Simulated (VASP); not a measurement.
Wanted: the native input for a VASP 6.6.1 run.

| Quantity | Value |
| --- | --- |
| Task | single point |
| Functional | PBE |
| Potentials or basis | VASP PAW PBE potentials, release 64 (C) |
| Cutoff | 520 eV |
| k mesh | 12 × 12 × 12 |
| Occupations | gaussian, width 0.05 eV |
| Spin | no spin polarisation |
| Dipole correction | no |
| Further INCAR settings | ALGO = Normal; EDIFF = 1e-07; NBANDS = 11 |

The structure of C lies in POSCAR:

```
C
1.0
    0.0000000000      1.9171550000      1.7834000000
    1.9171550000      0.0000000000      1.7834000000
    1.9171550000      1.9171550000      0.0000000000
C
2
Direct
    0.5000000000      0.5000000000      0.5000000000
    0.7500000000      0.7500000000      0.7500000000
```

This cell differs from its parent crystal: strain +0.0750 x Voigt [1, 1, 0, 0, 0, 0].

These files were run (other wordings do the same):

INCAR

```
SYSTEM = C
PREC = Accurate ; ENCUT = 520
EDIFF = 1E-7 ; ISMEAR = 0
SIGMA = 0.05 ; LREAL = .False.
LASPH = .True. ; NELM = 100
ALGO = Normal ; ISIF = 2
LWAVE = .False. ; LCHARG = .False.
GGA = PE ; NBANDS = 11
```

KPOINTS

```
regular mesh
0
Gamma
  12 12 12
  0 0 0
```

Potentials or basis: VASP PAW PBE potentials, release 64 (C).

Run with:

```sh
$ cat potpaw_PBE.64/C/POTCAR > POTCAR
$ mpirun -np 1 vasp_std > vasp.out
```

Results of the run:

```json
{"Pressure": "-46.3 GPa", "Band gap on the k mesh": "2.23 eV, indirect (least direct gap 4.08 eV)"}
```

Caveat: the cell differs from its parent crystal (strain +0.0750 x Voigt [1, 1, 0, 0, 0, 0]).

Wall time 16 s on 1 thread of AMD EPYC 7R43 64-Core Processor (Zen 3), with other jobs on the host, peak memory 0.09 GiB.
